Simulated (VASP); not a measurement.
Wanted: the native input for a VASP 6.6.1 run.

| Property | Result |
| --- | --- |
| Task | single point |
| Functional | PBEsol |
| Potentials or basis | VASP PAW PBE potentials, release 64 (Rh_pv) |
| Cutoff | 520 eV |
| k mesh | 22 × 22 × 22 |
| Occupations | gaussian, width 0.1 eV |
| Spin | no spin polarisation |
| Dipole correction | no |
| Further INCAR settings | ALGO = Fast; EDIFF = 1e-07; NBANDS = 14 |

The structure of Rh lies in POSCAR:

```
Rh
1.0
    2.4991036071      0.0000000000      0.0000000000
    0.0000000000      2.4991036071      0.0000000000
    0.0000000000      0.0000000000      2.4991036071
Rh
1
Direct
    0.0000000000      0.0000000000      0.0000000000
```

This isn't the form of Rh at room conditions, which is fcc.

These files were run (other wordings do the same):

INCAR

```
SYSTEM = Rh
ALGO = Fast
EDIFF = 1E-7
ENCUT = 520
GGA = PS
ISIF = 2
ISMEAR = 0
LASPH = .TRUE.
LCHARG = .FALSE.
LREAL = .FALSE.
LWAVE = .FALSE.
NBANDS = 14
NELM = 80
PREC = Accurate
SIGMA = 0.1
```

KPOINTS

```
k-points
0
G
  22 22 22
  0 0 0
```

Potentials or basis: VASP PAW PBE potentials, release 64 (Rh_pv).

Run with:

```console
$ cat potpaw_PBE.64/Rh_pv/POTCAR > POTCAR
$ mpirun -np 1 vasp_std > vasp.out
```

Results of the run:

The pressure is 0.0 GPa and the band gap on the k mesh is zero (an odd number of electrons rules out a gap without spin polarisation).

Caveat: the PAW data sets were made with another functional, which shifts forces and pressure a little.

Run time: 110 s on 1 thread of Intel Xeon 8259CL, with other jobs on the host, peak memory 0.18 GiB.
